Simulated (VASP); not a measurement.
Input of a VASP 6.6.1 run:

The input INCAR:

```
PREC = Accurate
ENCUT = 520
EDIFF = 1E-6
ISMEAR = 0
SIGMA = 0.01
LREAL = F
LASPH = T
NELM = 80
ALGO = Normal
ISIF = 2
LWAVE = F
LCHARG = T
GGA = PS
LELF = T
LVHAR = T
NBANDS = 17
```

KPOINTS

```
regular mesh
0
Gamma
  8 8 8
```

The input POSCAR:

```
TePb
1.0
    0.0000000000      3.1422436490      3.1422436490
    3.1422436490      0.0000000000      3.1422436490
    3.1422436490      3.1422436490      0.0000000000
Te Pb
1 1
Direct
    0.5000000000      0.5000000000      0.5000000000
    0.0000000000      0.0000000000      0.0000000000
```

Potentials or basis: VASP PAW PBE potentials, release 64 (Te, Pb_d).

Run with:

```console
$ cat potpaw_PBE.64/Te/POTCAR potpaw_PBE.64/Pb_d/POTCAR > POTCAR
$ mpirun -np 1 vasp_std > vasp.out
```

**Question.** What does it give for the pressure?

**Answer.** 4.0 GPa.

**Question.** What does it give for the band gap on the k mesh?

**Answer.** 0.47 eV.

Caveat: the cell stands under pressure; the PAW data sets were made with another functional, which shifts forces and pressure a little; spin-orbit coupling is left out, which moves the levels of the heavy elements. A k mesh can miss the band edges.
